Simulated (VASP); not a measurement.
Here is a VASP 6.6.1 calculation.

INCAR

```
ALGO     = Normal         # electronic algorithm
EDIFF    = 1E-6           # SCF threshold, eV
ENCUT    = 520            # plane-wave cutoff, eV
GGA      = RE             # functional
ISIF     = 2              # what is computed and relaxed
ISMEAR   = -1             # smearing method
LASPH    = T              # aspherical terms in the spheres
LCHARG   = F              # write CHGCAR
LREAL    = F              # projectors in reciprocal space
LWAVE    = F              # write WAVECAR
NBANDS   = 12             # bands
NELM     = 60             # most SCF steps
PREC     = Accurate       # precision mode
SIGMA    = 0.1            # smearing width, eV
```

KPOINTS

```
k-points
0
Gamma
  15 15 15
```

Contents of POSCAR:

```
Ti
1.0
   -1.6638183585      1.6638183585      1.6638183585
    1.6638183585     -1.6638183585      1.6638183585
    1.6638183585      1.6638183585     -1.6638183585
Ti
1
Direct
    0.0000000000      0.0000000000      0.0000000000
```

Potentials or basis: VASP PAW PBE potentials, release 64 (Ti_sv).

Run with:

```sh
$ cat potpaw_PBE.64/Ti_sv/POTCAR > POTCAR
$ mpirun -np 1 vasp_std > vasp.out
```

**Question.** Estimate the band gap on the k mesh.

**Answer.** Zero (band 6 reaches 8.52 eV, above the bottom of band 7 at 6.96 eV).

**Question.** Estimate the pressure.

**Answer.** -3.9 GPa.

Caveat: the PAW data sets were made with another functional, which shifts forces and pressure a little.
